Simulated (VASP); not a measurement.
Input of a VASP 6.6.1 run:

File INCAR:

```
  ALGO = Normal
  EDIFF = 1E-6
  ENCUT = 500
  GGA = PS
  GGA_COMPAT = F
  ISIF = 2
  ISMEAR = 0
  LASPH = T
  LCHARG = T
  LELF = T
  LREAL = F
  LVHAR = T
  LWAVE = F
  NBANDS = 16
  NELM = 120
  PREC = Accurate
  SIGMA = 0.01
```

The input KPOINTS:

```
k-points
0
Gamma
  6 6 6
```

POSCAR

```
AgBr
1.0
    0.0000000000      2.8927333262      2.8927333262
    2.8927333262      0.0000000000      2.8927333262
    2.8927333262      2.8927333262      0.0000000000
Ag Br
1 1
Direct
    0.0000000000      0.0000000000      0.0000000000
    0.5000000000      0.5000000000      0.5000000000
```

Potentials or basis: VASP PAW PBE potentials, release 64 (Ag, Br).

Launch:

```sh
$ cat potpaw_PBE.64/Ag/POTCAR potpaw_PBE.64/Br/POTCAR > POTCAR
$ mpirun -np 1 vasp_std > vasp.out
```

(1) What does it give for the pressure?

(2) Estimate the band gap on the k mesh.

## Answers

(1) -2.6 GPa.

(2) 0.51 eV (least direct gap 2.37 eV).

Caveat: the PAW data sets were made with another functional, which shifts forces and pressure a little.
